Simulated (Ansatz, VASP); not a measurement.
## Two plane-wave programs on K3H8

```
CELL_PARAMETERS angstrom
7.59228 0.00000 0.00000
0.00000 7.59228 0.00000
0.00000 0.00000 7.11092
ATOMIC_POSITIONS crystal
K 0.00000 0.00000 0.50000
K 0.00000 0.50000 0.00000
K 0.50000 0.00000 0.00000
H 0.65352 0.00000 0.44575
H 0.34648 0.00000 0.44575
H 0.00000 0.65352 0.44575
H 0.00000 0.34648 0.44575
H 0.34648 0.00000 0.55425
H 0.65352 0.00000 0.55425
H 0.00000 0.65352 0.55425
H 0.00000 0.34648 0.55425
```

Alike in both runs: functional PBE; k mesh 4 × 4 × 4; occupations gaussian, width 0.1 eV; no spin polarisation.

Ansatz relaxed the structure, and its values are those at the end. VASP's run is a single point on that final structure, the one shown.

|  | VASP | Ansatz |
| --- | --- | --- |
| version | VASP 6.6.1 | Ansatz 0.2.0 |
| potentials or method | VASP PAW PBE potentials, release 64 (K_sv, H), cutoff 500 eV | scalar-relativistic, plane waves, PAW |
| valence electrons in the cell | 35 | 35 |

```tsv
	VASP	Ansatz	Ansatz less VASP
gap on the k mesh at the Fermi level (eV)	none	none	-
pressure (GPa)	0.0	0.0	+0.06
rms of the force components (eV/Å)	0.014	0.013	-0.0017
```

A gap of «none» marks a metal or a gap that the smearing closes. The functional is the same, so the differences come from potentials, cutoffs and numerics.
